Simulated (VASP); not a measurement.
# Ge (R-3) in VASP: single point with PBE

Aim: the single point of Ge with PBE.

All numbers are computed with VASP 6.6.1; they aren't measurements. Logs are shortened: lines on timing, memory, paths and dates and some standing lists are left out, and cuts for length are marked.

## (1) The cell of the first run

It takes space group R-3 (No. 148, trigonal). Conventional cell: a = 10.011 Å, b = 10.011 Å, c = 5.973 Å, α = 90.00°, β = 90.00°, γ = 120.00°. Ge (site symmetry 3) has 5 Ge at 2.52 to 3.41 Å within 3.5 Å. Ge (site symmetry 1) has 4 Ge at 2.51 to 2.54 Å within 3.3 Å.

## (2) Single point, PBE

INCAR

```
SYSTEM = Ge
  PREC = Accurate
  ENCUT = 520
  EDIFF = 1E-7
  ISMEAR = 0
  SIGMA = 0.1
  LREAL = .FALSE.
  LASPH = .TRUE.
  NELM = 60
  ALGO = Fast
  ISIF = 2
  LWAVE = .FALSE.
  LCHARG = .TRUE.
  GGA = PE
  LELF = .TRUE.
  LVHAR = .TRUE.
  NBANDS = 66
```

KPOINTS

```
regular mesh
0
G
  6 6 6
  0 0 0
```

POSCAR

```
Ge
1.0
    5.0056354794      2.8900049915      1.9908730968
   -5.0056354794      2.8900049915      1.9908730968
    0.0000000000     -5.7800099829      1.9908730968
Ge
8
Direct
    0.7142042910      0.7142042910      0.7142042910
    0.2857957090      0.2857957090      0.2857957090
    0.0269915188      0.7228863764      0.5299820778
    0.5299820778      0.0269915188      0.7228863764
    0.7228863764      0.5299820778      0.0269915188
    0.9730084812      0.2771136236      0.4700179222
    0.4700179222      0.9730084812      0.2771136236
    0.2771136236      0.4700179222      0.9730084812
```

Potentials or basis: VASP PAW PBE potentials, release 64 (Ge_d).

Command:

```console
cat potpaw_PBE.64/Ge_d/POTCAR > POTCAR
mpirun -np 1 vasp_std > vasp.out
```

OUTCAR:

```text
SYSTEM = Ge
   PREC = Accurate
   ENCUT = 520
   EDIFF = 1E-7
   ISMEAR = 0
   LREAL = .FALSE.
   LASPH = .TRUE.
   NELM = 60
   ISIF = 2
   GGA = PE

 ion  position               nearest neighbor table
   1  0.714  0.714  0.714-   5 2.52   3 2.52   4 2.52   2 2.56
   2  0.286  0.286  0.286-   8 2.52   6 2.52   7 2.52   1 2.56
   3  0.027  0.723  0.530-   6 2.51   1 2.52   5 2.54   4 2.54
   4  0.530  0.027  0.723-   7 2.51   1 2.52   5 2.54   3 2.54
   5  0.723  0.530  0.027-   8 2.51   1 2.52   3 2.54   4 2.54
   6  0.973  0.277  0.470-   3 2.51   2 2.52   8 2.54   7 2.54
   7  0.470  0.973  0.277-   4 2.51   2 2.52   8 2.54   6 2.54
   8  0.277  0.470  0.973-   5 2.51   2 2.52   6 2.54   7 2.54

  LATTYP: Found a trigonal (rhomboedric) cell.
 ALAT       =     6.1132717174
 COS(alpha) =    -0.3409143466

  Lattice vectors:

 A1 = (   5.0056354794,   2.8900049915,   1.9908730968)
 A2 = (  -5.0056354794,   2.8900049915,   1.9908730968)
 A3 = (   0.0000000000,  -5.7800099829,   1.9908730968)

Analysis of symmetry for initial positions (statically):
=====================================================================
 Subroutine PRICEL returns:
 Original cell was already a primitive cell.

 Routine SETGRP: Setting up the symmetry group for a
 trigonal (rhombohedral) supercell.

 Subroutine GETGRP returns: Found  6 space group operations
 (whereof  6 operations were pure point group operations)
 out of a pool of 12 trial point group operations.

The static configuration has the point symmetry S_6 .

Analysis of symmetry for dynamics (positions and initial velocities):
=====================================================================
 Subroutine PRICEL returns:
 Original cell was already a primitive cell.

 Routine SETGRP: Setting up the symmetry group for a
 trigonal (rhombohedral) supercell.

 Subroutine GETGRP returns: Found  6 space group operations
 (whereof  6 operations were pure point group operations)
 out of a pool of 12 trial point group operations.

The dynamic configuration has the point symmetry S_6 .

 Subroutine INISYM returns: Found  6 space group operations
 (whereof  6 operations are pure point group operations),
 and found     1 'primitive' translations

----------------------------------------------------------------------------------------

                                     Primitive cell

  volume of cell :     172.8035

  direct lattice vectors                    reciprocal lattice vectors
     5.005635479  2.890004992  1.990873097     0.099887417  0.057670027  0.167430729
    -5.005635479  2.890004992  1.990873097    -0.099887417  0.057670027  0.167430729
     0.000000000 -5.780009983  1.990873097     0.000000000 -0.115340055  0.167430729

  length of vectors
     6.113271717  6.113271717  6.113271717     0.203313495  0.203313495  0.203313495

  position of ions in fractional coordinates (direct lattice)
     0.714204291  0.714204291  0.714204291
     0.285795709  0.285795709  0.285795709
     0.026991519  0.722886376  0.529982078
     0.529982078  0.026991519  0.722886376
     0.722886376  0.529982078  0.026991519
     0.973008481  0.277113624  0.470017922
     0.470017922  0.973008481  0.277113624
     0.277113624  0.470017922  0.973008481

  ion indices of the primitive-cell ions
   primitive index   ion index
                 1           1
                 2           2
                 3           3
                 4           4
                 5           5
                 6           6
                 7           7
                 8           8

----------------------------------------------------------------------------------------

 KPOINTS: regular mesh

Automatic generation of k-mesh.
 Grid dimensions read from file:
 generate k-points for:    6    6    6

 Generating k-lattice:

  Cartesian coordinates                     Fractional coordinates (reciprocal lattice)
     0.016647903  0.009611671  0.027905121     0.166666667  0.000000000  0.000000000
    -0.016647903  0.009611671  0.027905121     0.000000000  0.166666667  0.000000000
     0.000000000 -0.019223342  0.027905121     0.000000000  0.000000000  0.166666667

  Length of vectors
     0.033885582  0.033885582  0.033885582

  Shift w.r.t. Gamma in fractional coordinates (k-lattice)
     0.000000000  0.000000000  0.000000000

 Subroutine IBZKPT returns following result:
 ===========================================

 Found     40 irreducible k-points:

 Following reciprocal coordinates:
            Coordinates               Weight
  0.000000  0.000000  0.000000      1.000000
  0.166667  0.000000  0.000000      6.000000
  0.333333  0.000000  0.000000      6.000000
  0.500000  0.000000 -0.000000      3.000000
  0.166667  0.166667  0.000000      6.000000
  0.333333  0.166667 -0.000000      6.000000
[... 16 lines left out ...]
  0.333333  0.333333  0.166667      6.000000
  0.500000  0.333333  0.166667      6.000000
 [... further k-points ...]
   k-points           NKPTS =     40   k-points in BZ     NKDIM =     40   number of bands    NBANDS=     66
   number of dos      NEDOS =    301   number of ions     NIONS =      8
   total plane-waves  NPLWV = 110592
   dimension x,y,z NGX =    48 NGY =   48 NGZ =   48
   dimension x,y,z NGXF=    96 NGYF=   96 NGZF=   96
   ions per type =               8
   NGX,Y,Z   is equivalent  to a cutoff of  13.05, 13.05, 13.05 a.u.
   NGXF,Y,Z  is equivalent  to a cutoff of  26.11, 26.11, 26.11 a.u.
 SYSTEM =  Ge
   PREC   = accura    normal or accurate (medium, high low for compatibility)
   ISTART =      0    job   : 0-new  1-cont  2-samecut
   ICHARG =      2    charge: 1-file 2-atom 10-const
   ISPIN  =      1    spin polarized calculation?
   LNONCOLLINEAR =      F non collinear calculations
   LSORBIT =      F    spin-orbit coupling
   LASPH  =      T    aspherical Exc in radial PAW
   ENCUT  =  520.0 eV  38.22 Ry    6.18 a.u.  11.37 11.37 11.37*2*pi/ulx,y,z
   NELM   =     60;   NELMIN=  2; NELMDL= -5     # of ELM steps
   EDIFF  = 0.1E-06   stopping-criterion for ELM
   LREAL  =      F    real-space projection
   EDIFFG = 0.1E-05   stopping-criterion for IOM
   NSW    =      0    number of steps for IOM
   IBRION =     -1    ionic relax: 0-MD 1-quasi-New 2-CG
   NFREE  =      0    steps in history (QN), initial steepest desc. (CG)
   ISIF   =      2    stress and relaxation
   ISYM   =      2    0-nonsym 1-usesym 2-fastsym
   POTIM  = 0.5000    time-step for ionic-motion
   TEBEG  =    0.0;   TEEND  =   0.0 temperature during run
   PSTRESS=    0.0 pullay stress
   NELECT =     112.0000    total number of electrons
   NUPDOWN=      -1.0000    fix difference up-down
   EMIN   =  10.00;   EMAX   =-10.00  energy-range for DOS
   EFERMI =   0.00;   METHOD = LEGACY
   ISMEAR =     0;   SIGMA  =   0.10  broadening in eV -4-tet -1-fermi 0-gaus
   EFERMI_NEDOS =   21; number of points for ismear=-14 and -15
   IALGO  =     68    algorithm
   IMIX   =      4    mixing-type and parameters
     AMIX     =   0.40;   BMIX     =  1.00
     AMIX_MAG =   1.60;   BMIX_MAG =  1.00
  volume/ion in A,a.u.               =      21.60       145.77
  Fermi-wavevector in a.u.,A,eV,Ry     =   1.416761  2.677290 27.309778  2.007212
  Thomas-Fermi vector in A             =   2.538062
   LORBIT       =      0    0 simple, 1 ext, 2 COOP (PROOUT), +10 PAW based schemes
   GGA     = PE    functional components
   LHFCALC =     F    Hartree Fock is set to
   AEXX    =    0.0000 exact exchange contribution
   IVDW    =     0    specifies the selected vdW correction
   LEPSILON=     F    determine dielectric tensor
   LRPA    =     F    only Hartree local field effects (RPA)
 non-spin polarized calculation
 RMM-DIIS sequential band-by-band and
 Gauss-broadening in eV      SIGMA  =   0.10
  energy-cutoff  :      520.00
  volume of cell :      172.80
 maximum number of plane-waves:      4676
 NGX is ok and might be reduce to    48
   NGX = 23   NGY = 23   NGZ = 23

 number of electron     111.9999980 magnetization

 Free energy of the ion-electron system (eV)
  ---------------------------------------------------
  ext. energy  EPLUGINS =         0.00000000
  ---------------------------------------------------
  free energy    TOTEN  =       -34.98265102 eV

  energy without entropy =      -34.97637466  energy(sigma->0) =      -34.97951284

 E-fermi :   5.2319     XC(G=0): -10.3697

 val. band max:        5.1755399438   @ k =  -0.3333   0.5000   0.3333
 cond. band min:       5.2508885769   @ k =   0.5000   0.3333   0.3333
 fundamental gap:      0.0753486332
 Fermi energy:         5.2319069219

 k-point     1 :       0.0000    0.0000    0.0000
  band No.  band energies     occupation
      1     -19.4919      2.00000
      2     -19.4919      2.00000
      3     -19.4874      2.00000
      4     -19.4764      2.00000
      5     -19.4764      2.00000
      6     -19.4603      2.00000
[... 58 lines left out ...]
     65      10.3002      0.00000
     66      11.6248      0.00000

 k-point     2 :       0.1667    0.0000    0.0000
  band No.  band energies     occupation
      1     -19.4925      2.00000
      2     -19.4896      2.00000
      3     -19.4863      2.00000
      4     -19.4775      2.00000
      5     -19.4735      2.00000
      6     -19.4604      2.00000
[... 58 lines left out ...]
     65      10.0484      0.00000
     66      10.5299      0.00000

 k-point     3 :       0.3333    0.0000    0.0000
  band No.  band energies     occupation
      1     -19.4933      2.00000
      2     -19.4861      2.00000
      3     -19.4821      2.00000
      4     -19.4780      2.00000
      5     -19.4701      2.00000
      6     -19.4598      2.00000
[... 1438 lines left out ...]
     65       9.7422      0.00000
     66      10.1668      0.00000

 k-point    24 :       0.5000    0.3333    0.1667
  band No.  band energies     occupation
      1     -19.4909      2.00000
      2     -19.4893      2.00000
      3     -19.4875      2.00000
      4     -19.4708      2.00000
      5     -19.4674      2.00000
      6     -19.4596      2.00000
[... 58 lines left out ...]
     65       9.3131      0.00000
     66      10.9255      0.00000

 [... further k-points ...]

------------------------ aborting loop because EDIFF is reached ----------------------------------------

  FORCE on cell =-STRESS in cart. coord.  units (eV):
  Direction    XX          YY          ZZ          XY          YZ          ZX
  --------------------------------------------------------------------------------------
  -------------------------------------------------------------------------------------
  Total       -0.0618490     -0.0618490     -0.0335105     -0.0000003     -0.0000000      0.0000000
  in kB       -0.5734435     -0.5734435     -0.3106987     -0.0000025     -0.0000000      0.0000000
  external PRESSURE =      -0.4858619 kB  Pullay stress =       0.0000000 kB

 VOLUME and BASIS-vectors are now :
 -----------------------------------------------------------------------------
  energy-cutoff  :      520.00
  volume of cell :      172.80
      direct lattice vectors                 reciprocal lattice vectors
     5.005635479  2.890004992  1.990873097     0.099887417  0.057670027  0.167430729
    -5.005635479  2.890004992  1.990873097    -0.099887417  0.057670027  0.167430729
     0.000000000 -5.780009983  1.990873097     0.000000000 -0.115340055  0.167430729

 POSITION                                       TOTAL-FORCE (eV/Angst)
 -----------------------------------------------------------------------------------
      0.00000      0.00000      4.26567         0.000000      0.000000      0.004641
      0.00000      0.00000      1.70695         0.000000     -0.000000     -0.004641
     -3.48340     -0.89615      2.54804         0.003944      0.001338     -0.001735
      2.51779     -2.56863      2.54804        -0.003131      0.002746     -0.001735
      0.96561      3.46478      2.54804        -0.000813     -0.004084     -0.001735
      3.48340      0.89615      3.42458        -0.003944     -0.001338      0.001735
     -2.51779      2.56863      3.42458         0.003131     -0.002746      0.001735
     -0.96561     -3.46478      3.42458         0.000813      0.004084      0.001735
 -----------------------------------------------------------------------------------
    total drift:                                0.000000     -0.000000      0.000000

  FREE ENERGIE OF THE ION-ELECTRON SYSTEM (eV)
  ---------------------------------------------------
  free  energy   TOTEN  =       -34.9826510243 eV

  energy  without entropy=      -34.9763746585  energy(sigma->0) =      -34.97951284
```

It took 12 min on 1 thread of Oxide Virtual Turin-like, shared host; peak memory 0.46 GiB.

Results:

| Property | Result |
| --- | --- |
| Free energy | -34.9827 eV |
| Pressure | 0.0 GPa |
| Largest force | 0.005 eV/Å |
| Band gap on the k mesh | zero (bands 56 and 57 overlap by 0.51 eV) |

Forces in eV/Å, atoms in the order of the input:
```
Ge   0.000  0.000  0.005
Ge   0.000  0.000 -0.005
Ge   0.004  0.001 -0.002
Ge  -0.003  0.003 -0.002
Ge  -0.001 -0.004 -0.002
Ge  -0.004 -0.001  0.002
Ge   0.003 -0.003  0.002
Ge   0.001  0.004  0.002
```

Caveat: semilocal functionals underestimate gaps, and a narrow one can read as zero.

The gap in the log of VASP goes by the Fermi energy; the results here count the filled bands.